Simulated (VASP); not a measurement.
# Cu (P6_3/mmc) in VASP: a series of runs, part 2 of 2

VASP 6.6.1. The steps go on from the part before.

## (4) Single point, PBEsol (10.87 Å³/atom)

INCAR reads:

```
  ALGO = Fast
  EDIFF = 1E-6
  ENCUT = 520
  GGA = PS
  ISIF = 2
  ISMEAR = 0
  LASPH = True
  LCHARG = True
  LELF = True
  LREAL = False
  LVHAR = True
  LWAVE = False
  NBANDS = 18
  NELM = 80
  PREC = Accurate
  SIGMA = 0.15
```

KPOINTS reads:

```
k-points
0
Gamma
  24 24 12
```

POSCAR reads:

```
Cu
1.0
    2.4533046400      0.0000000000      0.0000000000
   -1.2266523200      2.1246241415      0.0000000000
    0.0000000000      0.0000000000      4.1708632185
Cu
2
Direct
    0.3333333333      0.6666666667      0.2500000000
    0.6666666667      0.3333333333      0.7500000000
```

Potentials or basis: VASP PAW PBE potentials, release 64 (Cu).

Started as:

```
$ cat potpaw_PBE.64/Cu/POTCAR > POTCAR
$ mpirun -np 1 vasp_std > vasp.out
```

OUTCAR:

```text
EDIFF = 1E-6
   ENCUT = 520
   GGA = PS
   ISIF = 2
   ISMEAR = 0
   LASPH = True
   LREAL = False
   NELM = 80
   PREC = Accurate

 ion  position               nearest neighbor table
   1  0.333  0.667  0.250-   2 2.52   2 2.52   2 2.52   2 2.52   2 2.52   2 2.52
   2  0.667  0.333  0.750-   1 2.52   1 2.52   1 2.52   1 2.52   1 2.52   1 2.52

  LATTYP: Found a hexagonal cell.
 ALAT       =     2.4533046400
 C/A-ratio  =     1.7001000000

  Lattice vectors:

 A1 = (   2.4533046400,   0.0000000000,   0.0000000000)
 A2 = (  -1.2266523200,   2.1246241415,   0.0000000000)
 A3 = (   0.0000000000,   0.0000000000,   4.1708632185)

Analysis of symmetry for initial positions (statically):
=====================================================================
 Subroutine PRICEL returns:
 Original cell was already a primitive cell.

 Routine SETGRP: Setting up the symmetry group for a
 hexagonal supercell.

 Subroutine GETGRP returns: Found 24 space group operations
 (whereof 12 operations were pure point group operations)
 out of a pool of 24 trial point group operations.

The static configuration has the point symmetry D_3d.
 The point group associated with its full space group is D_6h.

Analysis of symmetry for dynamics (positions and initial velocities):
=====================================================================
 Subroutine PRICEL returns:
 Original cell was already a primitive cell.

 Routine SETGRP: Setting up the symmetry group for a
 hexagonal supercell.

 Subroutine GETGRP returns: Found 24 space group operations
 (whereof 12 operations were pure point group operations)
 out of a pool of 24 trial point group operations.

The dynamic configuration has the point symmetry D_3d.
 The point group associated with its full space group is D_6h.

 Subroutine INISYM returns: Found 24 space group operations
 (whereof 12 operations are pure point group operations),
 and found     1 'primitive' translations

[... 108 lines left out ...]
   EFERMI =   0.00;   METHOD = LEGACY
   ISMEAR =     0;   SIGMA  =   0.15  broadening in eV -4-tet -1-fermi 0-gaus
   EFERMI_NEDOS =   21; number of points for ismear=-14 and -15
   IALGO  =     68    algorithm
   IMIX   =      4    mixing-type and parameters
     AMIX     =   0.40;   BMIX     =  1.00
     AMIX_MAG =   1.60;   BMIX_MAG =  1.00
  volume/ion in A,a.u.               =      10.87        73.35
  Fermi-wavevector in a.u.,A,eV,Ry     =   1.643599  3.105952 36.755020  2.701418
  Thomas-Fermi vector in A             =   2.733706
   LORBIT       =      0    0 simple, 1 ext, 2 COOP (PROOUT), +10 PAW based schemes
   GGA     = PS    functional components
   LHFCALC =     F    Hartree Fock is set to
   AEXX    =    0.0000 exact exchange contribution
   IVDW    =     0    specifies the selected vdW correction
   LEPSILON=     F    determine dielectric tensor
   LRPA    =     F    only Hartree local field effects (RPA)
 non-spin polarized calculation
 RMM-DIIS sequential band-by-band and
 Gauss-broadening in eV      SIGMA  =   0.15
  energy-cutoff  :      520.00
  volume of cell :       21.74
 maximum number of plane-waves:       610
   NGX =  9   NGY =  9   NGZ = 15

 number of electron      21.9999997 magnetization

 Free energy of the ion-electron system (eV)
  ---------------------------------------------------
  ext. energy  EPLUGINS =         0.00000000
  ---------------------------------------------------
  free energy    TOTEN  =        -8.56382970 eV

  energy without entropy =       -8.55583687  energy(sigma->0) =       -8.55983329

 E-fermi :   8.4587     XC(G=0): -13.3987

 val. band max:        8.4375294231   @ k =   0.4583   0.0417   0.0833
 cond. band min:       8.4663455384   @ k =   0.4583   0.0417   0.0000
 fundamental gap:      0.0288161153
 Fermi energy:         8.4587024308

 k-point     1 :       0.0000    0.0000    0.0000
  band No.  band energies     occupation
      1      -1.5703      2.00000
      2       2.7892      2.00000
      3       5.0094      2.00000
      4       5.2317      2.00000
      5       5.2317      2.00000
      6       5.4358      2.00000
[... 481 lines left out ...]
      5       5.1894      2.00000
      6       5.2701      2.00000
[... 10 lines left out ...]
     17      22.3588      0.00000
     18      29.8491      0.00000

 [... further k-points ...]
[... 5 lines left out ...]
  --------------------------------------------------------------------------------------
  -------------------------------------------------------------------------------------
  Total        1.6564021      1.6564021      0.4757334      0.0000000      0.0000000      0.0000000
  in kB      122.0722106    122.0722106     35.0602272      0.0000000      0.0000000      0.0000000
  external PRESSURE =      93.0682162 kB  Pullay stress =       0.0000000 kB

 VOLUME and BASIS-vectors are now :
 -----------------------------------------------------------------------------
  energy-cutoff  :      520.00
  volume of cell :       21.74
      direct lattice vectors                 reciprocal lattice vectors
     2.453304640  0.000000000  0.000000000     0.407613463  0.235335743  0.000000000
    -1.226652320  2.124624142  0.000000000     0.000000000  0.470671485  0.000000000
     0.000000000  0.000000000  4.170863219     0.000000000  0.000000000  0.239758522

 POSITION                                       TOTAL-FORCE (eV/Angst)
 -----------------------------------------------------------------------------------
     -0.00000      1.41642      1.04272        -0.000000     -0.000000      0.000000
      1.22665      0.70821      3.12815         0.000000      0.000000      0.000000
 -----------------------------------------------------------------------------------
    total drift:                                0.000000     -0.000000      0.000000

  FREE ENERGIE OF THE ION-ELECTRON SYSTEM (eV)
  ---------------------------------------------------
  free  energy   TOTEN  =        -8.5638297015 eV

  energy  without entropy=       -8.5558368735  energy(sigma->0) =       -8.55983329
```

OSZICAR:

```text
N       E                     dE             d eps       ncg     rms          rms(c)
DAV:   1     0.119052135099E+03    0.11905E+03   -0.10511E+04 16788   0.223E+03
DAV:   2    -0.469387732329E+01   -0.12375E+03   -0.11756E+03 15404   0.289E+02
DAV:   3    -0.107375754404E+02   -0.60437E+01   -0.58124E+01 17048   0.861E+01
DAV:   4    -0.107988777687E+02   -0.61302E-01   -0.61261E-01 18256   0.934E+00
DAV:   5    -0.107996385591E+02   -0.76079E-03   -0.76077E-03 18770   0.911E-01    0.120E+01
RMM:   6    -0.926395456258E+01    0.15357E+01   -0.11870E+01 17985   0.613E+01    0.619E+00
RMM:   7    -0.859445668385E+01    0.66950E+00   -0.19527E+00 17866   0.258E+01    0.160E+00
RMM:   8    -0.856753603457E+01    0.26921E-01   -0.81182E-02 18839   0.262E+00    0.475E-01
RMM:   9    -0.856346816702E+01    0.40679E-02   -0.21677E-02 18505   0.281E+00    0.794E-02
RMM:  10    -0.856381397992E+01   -0.34581E-03   -0.33566E-03 19505   0.572E-01    0.183E-02
RMM:  11    -0.856382659539E+01   -0.12615E-04   -0.35374E-04 19704   0.275E-01    0.224E-02
RMM:  12    -0.856382650498E+01    0.90404E-07   -0.94498E-05 20112   0.118E-01    0.961E-03
RMM:  13    -0.856382939481E+01   -0.28898E-05   -0.28481E-05 17805   0.514E-02    0.709E-03
RMM:  14    -0.856382970152E+01   -0.30671E-06   -0.50422E-06 13607   0.217E-02
   1 F= -.85638297E+01 E0= -.85598333E+01  d E =-.799283E-02
```

stdout:

```text
POSCAR found type information on POSCAR Cu
 POSCAR found :  1 types and       2 ions
 scaLAPACK will be used
 -----------------------------------------------------------------------------
|                                                                             |
|                                                                             |
|     You enforced a specific xc type in the INCAR file but a different       |
|     I HOPE YOU KNOW WHAT YOU ARE DOING!                                     |
|                                                                             |
 -----------------------------------------------------------------------------

 LDA part: xc-table for (Slater+PW92), standard interpolation
 POSCAR, INCAR and KPOINTS ok, starting setup
 FFT: planning ... GRIDC
 FFT: planning ... GRID_SOFT
 FFT: planning ... GRID
 WAVECAR not read
 entering main loop
WARNING in EDDRMM: call to ZHEGV failed, returncode =   6  3     16
WARNING in EDDRMM: call to ZHEGV failed, returncode =   6  3     18
```

Wall time 76 s (1 thread of Intel Xeon 6975P-C (Granite Rapids), shared host); peak memory 0.23 GiB.

What came out:

```
Free energy            : -8.5638 eV
Pressure               : 9.3 GPa
Band gap on the k mesh : zero (bands 11 and 12 overlap by 6.52 eV)
```

Caveat: the cell stands under pressure; the PAW data sets were made with another functional, which shifts forces and pressure a little.

## (5) Single point, PBEsol (10.87 Å³/atom)

INCAR reads:

```
ALGO = Fast ; EDIFF = 1E-6
ENCUT = 520 ; GGA = PS
ISIF = 2 ; ISMEAR = 0
LASPH = True ; LCHARG = True
LELF = True ; LREAL = False
LVHAR = True ; LWAVE = False
NBANDS = 18 ; NELM = 100
PREC = Accurate ; SIGMA = 0.15
```

KPOINTS is that of step 4.

POSCAR reads:

```
Cu
1.0
    2.4206661979      0.0000000000      0.0000000000
   -1.2103330990      2.0963584215      0.0000000000
    0.0000000000      0.0000000000      4.2840950371
Cu
2
Direct
    0.3333333333      0.6666666667      0.2500000000
    0.6666666667      0.3333333333      0.7500000000
```

Started as:

```
$ cat potpaw_PBE.64/Cu/POTCAR > POTCAR
$ mpirun -np 1 vasp_std > vasp.out
```

It took 80 s on 1 thread of Intel Xeon 6975P-C (Granite Rapids), shared host; peak memory 0.23 GiB.

Results (log left out):

| Quantity | Value |
| --- | --- |
| Free energy | -8.5147 eV |
| Pressure | 9.3 GPa |
| Band gap on the k mesh | zero (bands 11 and 12 overlap by 6.74 eV) |

Stress tensor (GPa, compression positive):
```
15.36  0.00  0.00
 0.00 15.36  0.00
 0.00  0.00 -2.92
```

Levels at points of the mesh, in eV from the Fermi level:
```tsv
k point	band 7	band 8	band 9	band 10	band 11	band 12	band 13	band 14	band 15	band 16
(0.00, 0.00, 0.00)	-3.10	-2.46	-2.46	-2.03	-1.84	-1.84	3.04	21.86	23.14	24.88
(0.50, 0.00, 0.00)	-3.09	-1.79	-1.59	-1.53	0.12	1.96	7.78	8.02	10.77	11.23
(0.00, 0.00, 0.50)	-3.27	-3.27	-2.07	-2.07	-2.07	-2.07	11.04	11.04	23.81	23.81
(0.50, 0.00, 0.50)	-2.05	-2.05	-1.56	-1.56	0.45	0.45	5.52	5.52	16.80	16.80
```

Caveat: the cell stands under pressure; the PAW data sets were made with another functional, which shifts forces and pressure a little.

## (6) Overview

| cell | further INCAR settings | gap on the mesh (eV) | pressure (GPa) |
| --- | --- | --- | --- |
| a = 2.520, b = 2.520, c = 3.953 Å, angles 90.0, 90.0, 120.0°, 2 atoms | ALGO = Fast; EDIFF = 1e-07; NBANDS = 18 | none | 8.7 |
| a = 2.388, b = 2.388, c = 4.400 Å, angles 90.0, 90.0, 120.0°, 2 atoms | ALGO = Fast; EDIFF = 1e-06; NBANDS = 18 | none | 12.0 |
| a = 2.453, b = 2.453, c = 4.171 Å, angles 90.0, 90.0, 120.0°, 2 atoms | ALGO = Fast; EDIFF = 1e-06; NBANDS = 18 | none | 9.3 |
| a = 2.421, b = 2.421, c = 4.284 Å, angles 90.0, 90.0, 120.0°, 2 atoms | ALGO = Fast; EDIFF = 1e-06; NBANDS = 18 | none | 9.3 |

Alike in all rows: task single point; level PBEsol; potentials or basis VASP PAW PBE potentials, release 64 (Cu); no spin polarisation; k mesh 24 × 24 × 12; cutoff (eV) 520; smearing gaussian 0.15 eV.

Caveats: the cell stands under pressure; the PAW data sets were made with another functional, which shifts forces and pressure a little.

Total energies depend on the potentials used, so only differences within one code and one set of settings carry meaning.
